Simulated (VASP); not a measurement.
A run of VASP 6.6.1:

The input INCAR:

```
SYSTEM = As
PREC = Accurate
ENCUT = 520
EDIFF = 1E-7
ISMEAR = -1
SIGMA = 0.05
LREAL = .False.
LASPH = .True.
NELM = 100
ALGO = Normal
ISIF = 2
LWAVE = .False.
LCHARG = .False.
GGA = PE
NBANDS = 12
```

The input KPOINTS:

```
Automatic mesh
0
Gamma
  6 6 6
  0 0 0
```

Contents of POSCAR:

```
As
1.0
    1.8797494575      1.0852738553      3.4857700000
   -1.8797494575      1.0852738553      3.4857700000
    0.0000000000     -2.1705477106      3.4857700000
As
2
Direct
    0.2275400000      0.2275400000      0.2275400000
    0.7724600000      0.7724600000      0.7724600000
```

Potentials or basis: VASP PAW PBE potentials, release 64 (As).

Command:

```sh
$ cat potpaw_PBE.64/As/POTCAR > POTCAR
$ mpirun -np 1 vasp_std > vasp.out
```

Hardware: 1 thread of Intel(R) Xeon(R) Platinum 8488C (Sapphire Rapids), on a shared host.

Question: How long does it take, and how much memory?

Answer: It took 11 s on 1 thread of Intel(R) Xeon(R) Platinum 8488C (Sapphire Rapids) (shared host), peak memory 0.17 GiB. Counts: scf iterations 11, k points 32.
